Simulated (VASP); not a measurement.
# Ga3Sb: single point with PBE

Ga3Sb:

```xyz
4
Lattice="-2.1588 2.1588 4.7605 2.1588 -2.1588 4.7605 2.1588 2.1588 -4.7605" Properties=species:S:1:pos:R:3 pbc="T T T"
Sb    0.0000    0.0000    0.0000
Ga    0.0000    0.0000    4.7605
Ga    2.1588    0.0000    2.3802
Ga    0.0000    2.1588    2.3802
```

```json
{
  "Program": "VASP 6.6.1",
  "Task": "single point",
  "Functional": "PBE",
  "Potentials or basis": "VASP PAW PBE potentials, release 64 (Sb, Ga_d)",
  "Cutoff": "520 eV",
  "k mesh": "9 × 9 × 9",
  "Occupations": "fermi-dirac, width 0.05 eV",
  "Spin": "no spin polarisation"
}
```

```yaml
Pressure: -0.5 GPa
Band_gap_on_the_k_mesh: zero (bands 22 and 23 overlap by 3.55 eV)
```

Stress tensor (GPa, compression positive):
```
-0.79  0.00  0.00
 0.00 -0.79  0.00
 0.00  0.00 -0.04
```

Levels at points of the mesh, in eV from the Fermi level:
```
           k point  band 20  band 21  band 22  band 23  band 24  band 25
(0.00, 0.00, 0.00)    -1.87    -1.72    -1.72    -0.21    -0.21     1.03
```

Wall time 5.2 min on 1 thread of Intel(R) Xeon(R) Platinum 8375C CPU @ 2.90GHz (Ice Lake), with other jobs on the host, peak memory 0.36 GiB.

Caveat: spin-orbit coupling is left out, which moves the levels of the heavy elements.
